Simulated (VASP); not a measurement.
# V (I4_1/amd) in VASP: further runs

V is run at these levels: PBE; tasks: single point.

Everything below comes from runs of VASP 6.6.1. Logs are shortened: lines on timing, memory, paths and dates and some standing lists are left out, and cuts for length are marked.

### 1 The cell of the first run

Symmetry: I4_1/amd, No. 141, tetragonal system. Conventional cell: a = 3.880 Å, b = 3.880 Å, c = 2.231 Å, α = 90.00°, β = 90.00°, γ = 90.00°. Within 2.7 Å of V (site symmetry -4m2) lie 10 V at 2.02 to 2.56 Å.

### 2 Single point, PBE

Input file INCAR:

```
SYSTEM = V
  PREC = Accurate
  ENCUT = 520
  EDIFF = 1E-6
  ISMEAR = -1
  SIGMA = 0.05
  LREAL = .False.
  LASPH = .True.
  NELM = 80
  ALGO = Normal
  ISIF = 2
  LWAVE = .False.
  LCHARG = .True.
  GGA = PE
  LELF = .True.
  LVHAR = .True.
  NBANDS = 20
```

Input file KPOINTS:

```
regular mesh
0
Gamma
  17 17 17
  0 0 0
```

Input file POSCAR:

```
V
1.0
   -1.9401000493      1.9401000493      1.1155444522
    1.9401000493     -1.9401000493      1.1155444522
    1.9401000493      1.9401000493     -1.1155444522
V
2
Direct
   -0.3750000000     -0.1250000000     -0.2500000000
    0.3750000000      0.1250000000      0.2500000000
```

Potentials or basis: VASP PAW PBE potentials, release 64 (V_sv).

The run is started by

```bash
$ cat potpaw_PBE.64/V_sv/POTCAR > POTCAR
$ mpirun -np 1 vasp_std > vasp.out
```

OUTCAR:

```text
SYSTEM = V
   PREC = Accurate
   ENCUT = 520
   EDIFF = 1E-6
   ISMEAR = -1
   LREAL = .False.
   LASPH = .True.
   NELM = 80
   ISIF = 2
   GGA = PE

 ion  position               nearest neighbor table
   1  0.625  0.875  0.750-   2 2.02   2 2.02   2 2.02   2 2.02   2 2.56   2 2.56   2 2.56   2 2.56

   2  0.375  0.125  0.250-   1 2.02   1 2.02   1 2.02   1 2.02   1 2.56   1 2.56   1 2.56   1 2.56

  LATTYP: Found a body centered tetragonal cell.
 ALAT       =     3.8802000986
 C/A-ratio  =     0.5749932601

  Lattice vectors:

 A1 = (  -1.9401000493,   1.9401000493,   1.1155444522)
 A2 = (   1.9401000493,  -1.9401000493,   1.1155444522)
 A3 = (   1.9401000493,   1.9401000493,  -1.1155444522)

Analysis of symmetry for initial positions (statically):
=====================================================================
 Subroutine PRICEL returns:
 Original cell was already a primitive cell.

 Routine SETGRP: Setting up the symmetry group for a
 body centered tetragonal supercell.

 Subroutine GETGRP returns: Found 16 space group operations
 (whereof  4 operations were pure point group operations)
 out of a pool of 16 trial point group operations.

The static configuration has the point symmetry C_2h.
 The point group associated with its full space group is D_4h.

Analysis of symmetry for dynamics (positions and initial velocities):
=====================================================================
 Subroutine PRICEL returns:
 Original cell was already a primitive cell.

 Routine SETGRP: Setting up the symmetry group for a
 body centered tetragonal supercell.

 Subroutine GETGRP returns: Found 16 space group operations
 (whereof  4 operations were pure point group operations)
 out of a pool of 16 trial point group operations.

The dynamic configuration has the point symmetry C_2h.
 The point group associated with its full space group is D_4h.

 Subroutine INISYM returns: Found 16 space group operations
 (whereof  4 operations are pure point group operations),
 and found     1 'primitive' translations

----------------------------------------------------------------------------------------

                                     Primitive cell

  volume of cell :      16.7956

  direct lattice vectors                    reciprocal lattice vectors
    -1.940100049  1.940100049  1.115544452     0.000000000  0.257718668  0.448211632
     1.940100049 -1.940100049  1.115544452     0.257718668  0.000000000  0.448211632
     1.940100049  1.940100049 -1.115544452     0.257718668  0.257718668  0.000000000

  length of vectors
     2.961826434  2.961826434  2.961826434     0.517022803  0.517022803  0.364469235

  position of ions in fractional coordinates (direct lattice)
     0.625000000  0.875000000  0.750000000
     0.375000000  0.125000000  0.250000000

  ion indices of the primitive-cell ions
   primitive index   ion index
                 1           1
                 2           2

----------------------------------------------------------------------------------------

 KPOINTS: regular mesh

Automatic generation of k-mesh.
 Grid dimensions read from file:
 generate k-points for:   17   17   17

 Generating k-lattice:

  Cartesian coordinates                     Fractional coordinates (reciprocal lattice)
     0.000000000  0.015159922  0.026365390     0.058823529  0.000000000 -0.000000000
     0.015159922  0.000000000  0.026365390     0.000000000  0.058823529 -0.000000000
     0.015159922  0.015159922  0.000000000     0.000000000  0.000000000  0.058823529

  Length of vectors
     0.030413106  0.030413106  0.021439367

  Shift w.r.t. Gamma in fractional coordinates (k-lattice)
     0.000000000  0.000000000  0.000000000

 Subroutine IBZKPT returns following result:
 ===========================================

 Found    405 irreducible k-points:

 Following reciprocal coordinates:
            Coordinates               Weight
  0.000000  0.000000  0.000000      1.000000
  0.058824  0.000000  0.000000      8.000000
  0.117647  0.000000  0.000000      8.000000
  0.176471  0.000000  0.000000      8.000000
  0.235294  0.000000  0.000000      8.000000
  0.294118  0.000000  0.000000      8.000000
[... 16 lines left out ...]
 -0.176471  0.058824  0.000000     16.000000
 -0.117647  0.058824  0.000000     16.000000
 [... further k-points ...]
   k-points           NKPTS =    405   k-points in BZ     NKDIM =    405   number of bands    NBANDS=     20
   number of dos      NEDOS =    301   number of ions     NIONS =      2
   total plane-waves  NPLWV =  13824
   dimension x,y,z NGX =    24 NGY =   24 NGZ =   24
   dimension x,y,z NGXF=    48 NGYF=   48 NGZF=   48
   ions per type =               2
   NGX,Y,Z   is equivalent  to a cutoff of  13.47, 13.47, 13.47 a.u.
   NGXF,Y,Z  is equivalent  to a cutoff of  26.94, 26.94, 26.94 a.u.
 SYSTEM =  V
   PREC   = accura    normal or accurate (medium, high low for compatibility)
   ISTART =      0    job   : 0-new  1-cont  2-samecut
   ICHARG =      2    charge: 1-file 2-atom 10-const
   ISPIN  =      1    spin polarized calculation?
   LNONCOLLINEAR =      F non collinear calculations
   LSORBIT =      F    spin-orbit coupling
   LASPH  =      T    aspherical Exc in radial PAW
   ENCUT  =  520.0 eV  38.22 Ry    6.18 a.u.   5.51  5.51  5.51*2*pi/ulx,y,z
   NELM   =     80;   NELMIN=  2; NELMDL= -5     # of ELM steps
   EDIFF  = 0.1E-05   stopping-criterion for ELM
   LREAL  =      F    real-space projection
   EDIFFG = 0.1E-04   stopping-criterion for IOM
   NSW    =      0    number of steps for IOM
   IBRION =     -1    ionic relax: 0-MD 1-quasi-New 2-CG
   NFREE  =      0    steps in history (QN), initial steepest desc. (CG)
   ISIF   =      2    stress and relaxation
   ISYM   =      2    0-nonsym 1-usesym 2-fastsym
   POTIM  = 0.5000    time-step for ionic-motion
   TEBEG  =    0.0;   TEEND  =   0.0 temperature during run
   PSTRESS=    0.0 pullay stress
   NELECT =      26.0000    total number of electrons
   NUPDOWN=      -1.0000    fix difference up-down
   EMIN   =  10.00;   EMAX   =-10.00  energy-range for DOS
   EFERMI =   0.00;   METHOD = LEGACY
   ISMEAR =    -1;   SIGMA  =   0.05  broadening in eV -4-tet -1-fermi 0-gaus
   EFERMI_NEDOS =   21; number of points for ismear=-14 and -15
   IALGO  =     38    algorithm
   IMIX   =      4    mixing-type and parameters
     AMIX     =   0.40;   BMIX     =  1.00
     AMIX_MAG =   1.60;   BMIX_MAG =  1.00
  volume/ion in A,a.u.               =       8.40        56.67
  Fermi-wavevector in a.u.,A,eV,Ry     =   1.893801  3.578764 48.797030  3.586481
  Thomas-Fermi vector in A             =   2.934411
   LORBIT       =      0    0 simple, 1 ext, 2 COOP (PROOUT), +10 PAW based schemes
   GGA     = PE    functional components
   LHFCALC =     F    Hartree Fock is set to
   AEXX    =    0.0000 exact exchange contribution
   IVDW    =     0    specifies the selected vdW correction
   LEPSILON=     F    determine dielectric tensor
   LRPA    =     F    only Hartree local field effects (RPA)
 non-spin polarized calculation
  energy-cutoff  :      520.00
  volume of cell :       16.80
 maximum number of plane-waves:       475
 NGX is ok and might be reduce to    24
   NGX = 11   NGY = 11   NGZ = 11

 number of electron      25.9999999 magnetization

 Free energy of the ion-electron system (eV)
  ---------------------------------------------------
  ext. energy  EPLUGINS =         0.00000000
  ---------------------------------------------------
  free energy    TOTEN  =       -12.10548689 eV

  energy without entropy =      -12.09643807  energy(sigma->0) =      -12.10096248

 E-fermi :  17.6567     XC(G=0): -15.6184

 val. band max:       17.6561480616   @ k =   0.2941   0.2941   0.1176
 cond. band min:      17.6592328490   @ k =   0.3529   0.2941   0.1176
 fundamental gap:      0.0030847874
 Fermi energy:        17.6566586620

 k-point     1 :       0.0000    0.0000    0.0000
  band No.  band energies     occupation
      1     -47.3747      2.00000
      2     -45.1143      2.00000
      3     -21.9328      2.00000
      4     -21.9328      2.00000
      5     -18.9408      2.00000
      6     -18.8866      2.00000
[... 12 lines left out ...]
     19      25.4325      0.00000
     20      30.3731      0.00000

 k-point     2 :       0.0588    0.0000    0.0000
  band No.  band energies     occupation
      1     -47.3440      2.00000
      2     -45.1178      2.00000
      3     -21.9284      2.00000
      4     -21.8894      2.00000
      5     -19.0270      2.00000
      6     -18.9786      2.00000
[... 12 lines left out ...]
     19      25.2531      0.00000
     20      30.6500      0.00000

 k-point     3 :       0.1176    0.0000    0.0000
  band No.  band energies     occupation
      1     -47.2547      2.00000
      2     -45.1286      2.00000
      3     -21.9154      2.00000
      4     -21.7667      2.00000
      5     -19.2870      2.00000
      6     -19.2190      2.00000
[... 12 lines left out ...]
     19      24.9210      0.00000
     20      31.3995      0.00000

 k-point     4 :       0.1765    0.0000    0.0000
  band No.  band energies     occupation
      1     -47.1146      2.00000
      2     -45.1475      2.00000
      3     -21.8948      2.00000
      4     -21.5912      2.00000
      5     -19.7029      2.00000
      6     -19.5273      2.00000
[... 12 lines left out ...]
     19      24.6842      0.00000
     20      32.3493      0.00000

 k-point     5 :       0.2353    0.0000    0.0000
  band No.  band energies     occupation
      1     -46.9369      2.00000
      2     -45.1758      2.00000
      3     -21.8686      2.00000
      4     -21.4191      2.00000
      5     -20.1837      2.00000
      6     -19.8415      2.00000
[... 12 lines left out ...]
     19      24.5265      0.00000
     20      33.0461      0.00000
[... 353 lines left out ...]
      6     -19.7695      2.00000
[... 12 lines left out ...]
     19      24.3230      0.00000
     20      31.9374      0.00000

 k-point    22 :      -0.2353    0.0588    0.0000
  band No.  band energies     occupation
      1     -47.0493      2.00000
      2     -45.2180      2.00000
      3     -21.9164      2.00000
      4     -21.4241      2.00000
      5     -19.8101      2.00000
      6     -19.4989      2.00000
[... 12 lines left out ...]
     19      24.4104      0.00000
     20      31.4265      0.00000

 k-point    23 :      -0.1765    0.0588    0.0000
  band No.  band energies     occupation
      1     -47.2026      2.00000
      2     -45.1856      2.00000
      3     -21.9256      2.00000
      4     -21.6337      2.00000
      5     -19.3787      2.00000
      6     -19.2059      2.00000
[... 12 lines left out ...]
     19      24.5041      0.00000
     20      30.7142      0.00000

 k-point    24 :      -0.1176    0.0588    0.0000
  band No.  band energies     occupation
      1     -47.3080      2.00000
      2     -45.1577      2.00000
      3     -21.9237      2.00000
      4     -21.8078      2.00000
      5     -19.0885      2.00000
      6     -18.9725      2.00000
[... 12 lines left out ...]
     19      24.7739      0.00000
     20      30.1748      0.00000

 [... further k-points ...]

------------------------ aborting loop because EDIFF is reached ----------------------------------------

  FORCE on cell =-STRESS in cart. coord.  units (eV):
  Direction    XX          YY          ZZ          XY          YZ          ZX
  --------------------------------------------------------------------------------------
  -------------------------------------------------------------------------------------
  Total       22.7544672     22.7544672     22.0719334     -0.0000000     -0.0000000      0.0000000
  in kB     2170.6116412   2170.6116412   2105.5028479     -0.0000000     -0.0000000      0.0000000
  external PRESSURE =    2148.9087101 kB  Pullay stress =       0.0000000 kB

 VOLUME and BASIS-vectors are now :
 -----------------------------------------------------------------------------
  energy-cutoff  :      520.00
  volume of cell :       16.80
      direct lattice vectors                 reciprocal lattice vectors
    -1.940100049  1.940100049  1.115544452     0.000000000  0.257718668  0.448211632
     1.940100049 -1.940100049  1.115544452     0.257718668  0.000000000  0.448211632
     1.940100049  1.940100049 -1.115544452     0.257718668  0.257718668  0.000000000

 POSITION                                       TOTAL-FORCE (eV/Angst)
 -----------------------------------------------------------------------------------
      1.94010      0.97005      0.83666         0.000000     -0.000000      0.000000
     -0.00000      0.97005      0.27889        -0.000000      0.000000     -0.000000
 -----------------------------------------------------------------------------------
    total drift:                               -0.000000      0.000000      0.000000

  FREE ENERGIE OF THE ION-ELECTRON SYSTEM (eV)
  ---------------------------------------------------
  free  energy   TOTEN  =       -12.1054868855 eV

  energy  without entropy=      -12.0964380704  energy(sigma->0) =      -12.10096248
```

Run time: 66 s. Hardware: 1 thread of Intel Xeon Platinum 8375C at 2.90GHz (Ice Lake), shared host; peak memory 0.22 GiB.

What came out:

* Free energy: -12.1055 eV
* Pressure: 214.9 GPa
* Band gap on the k mesh: zero (band 13 reaches 18.55 eV, above the bottom of band 14 at 16.63 eV)

Stress tensor (GPa, compression positive):
```
217.06   0.00   0.00
  0.00 217.06   0.00
  0.00   0.00 210.55
```

(Continued in part 2 of 2.)
